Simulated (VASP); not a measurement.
**Sb: relaxation of cell and atoms with PBE**

Sb:

```xyz
6
Lattice="5.6352 3.2535 1.9311 -5.6352 3.2535 1.9311 0.0000 -6.5070 1.9311" Properties=species:S:1:pos:R:3 pbc="T T T"
Sb    0.9654   -4.1278    3.2452
Sb    3.0921    2.9000    3.2452
Sb   -4.0575    1.2278    3.2452
Sb   -0.9654    4.1278    2.5481
Sb   -3.0921   -2.9000    2.5481
Sb    4.0575   -1.2278    2.5481
```

| Property | Result |
| --- | --- |
| Program | VASP 6.6.1 |
| Task | relaxation of cell and atoms |
| Functional | PBE |
| Potentials or basis | VASP PAW PBE potentials, release 64 (Sb) |
| Cutoff | 600 eV |
| k mesh | 6 × 6 × 6 |
| Occupations | gaussian, width 0.02 eV |
| Spin | no spin polarisation |
| Dipole correction | no |
| Further INCAR settings | ALGO = Normal; EDIFF = 1e-07; IBRION = 2; EDIFFG = -0.01; NSW = 100; ISIF = 3 |

```json
{"Relaxed volume": "35.11 Å³/atom", "Relaxed cell": "a = 6.754 Å, b = 6.754 Å, c = 6.754 Å, α = 112.12°, β = 112.12°, γ = 112.12°", "Space group after relaxing (to 0.1 Å)": "R-3 (No. 148)", "Energy gained by relaxing": "0.6 meV/atom", "Ionic steps": "17", "Pressure after relaxing": "0.0 GPa", "Largest force after relaxing": "0.003 eV/Å"}
```

Forces on the atoms (eV/Å):
```
Sb   0.000  0.003  0.002
Sb  -0.002 -0.001  0.002
Sb   0.002 -0.001  0.002
Sb   0.000 -0.003 -0.002
Sb   0.002  0.001 -0.002
Sb  -0.002  0.001 -0.002
```

The path:
```csv
step,energy change (eV),largest force (eV/Å),pressure (GPa),volume (Å³)
1,0.0000,0.0711,0.10,212.43
2,-0.0008,0.0232,-0.13,213.08
3,-0.0008,0.0266,-0.11,213.01
4,-0.0014,0.0212,-0.07,212.52
5,-0.0019,0.0170,0.01,211.49
6,-0.0024,0.0103,0.00,211.19
7,-0.0028,0.0214,-0.02,210.52
8,-0.0029,0.0146,0.08,210.02
9,-0.0029,0.0135,0.06,210.12
10,-0.0031,0.0101,0.04,210.22
11,-0.0032,0.0111,0.01,210.33
12,-0.0032,0.0108,0.00,210.44
13,-0.0033,0.0120,-0.02,210.59
14,-0.0033,0.0183,-0.06,210.90
15,-0.0033,0.0149,-0.04,210.76
16,-0.0034,0.0117,-0.03,210.73
17,-0.0034,0.0030,0.01,210.68
```

Final structure:
```cif
data_structure
_symmetry_space_group_name_H-M 'P 1'
_symmetry_Int_Tables_number 1
_cell_length_a 6.7537
_cell_length_b 6.7537
_cell_length_c 6.7537
_cell_angle_alpha 112.122
_cell_angle_beta 112.122
_cell_angle_gamma 112.122
_cell_volume 210.68
loop_
_atom_site_label
_atom_site_type_symbol
_atom_site_fract_x
_atom_site_fract_y
_atom_site_fract_z
_atom_site_occupancy
Sb1 Sb 0.43685 0.26422 0.98757 1
Sb2 Sb 0.98757 0.43685 0.26422 1
Sb3 Sb 0.26422 0.98757 0.43685 1
Sb4 Sb 0.56315 0.73578 0.01243 1
Sb5 Sb 0.01243 0.56315 0.73578 1
Sb6 Sb 0.73578 0.01243 0.56315 1
```

Levels at points of the mesh, in eV from the Fermi level:
| k point | band 12 | band 13 | band 14 | band 15 | band 16 | band 17 | band 18 | band 19 |
| --- | --- | --- | --- | --- | --- | --- | --- | --- |
| (0.00, 0.00, 0.00) | -2.25 | -2.03 | -0.62 | -0.62 | 1.51 | 1.51 | 1.74 | 2.59 |
| (0.50, 0.00, 0.00) | -1.75 | -0.92 | -0.66 | -0.58 | 0.70 | 1.54 | 2.00 | 2.56 |
| (0.50, 0.50, 0.00) | -1.93 | -1.53 | -0.94 | -0.90 | 0.26 | 0.54 | 1.42 | 1.98 |
| (0.50, 0.50, 0.50) | -2.16 | -1.76 | -0.13 | -0.13 | 0.22 | 1.59 | 1.59 | 2.45 |

It took 32 min on 1 thread of Oxide Virtual Turin-like Processor (shared host), peak memory 0.5 GiB.

Caveat: spin-orbit coupling is left out, which moves the levels of the heavy elements.
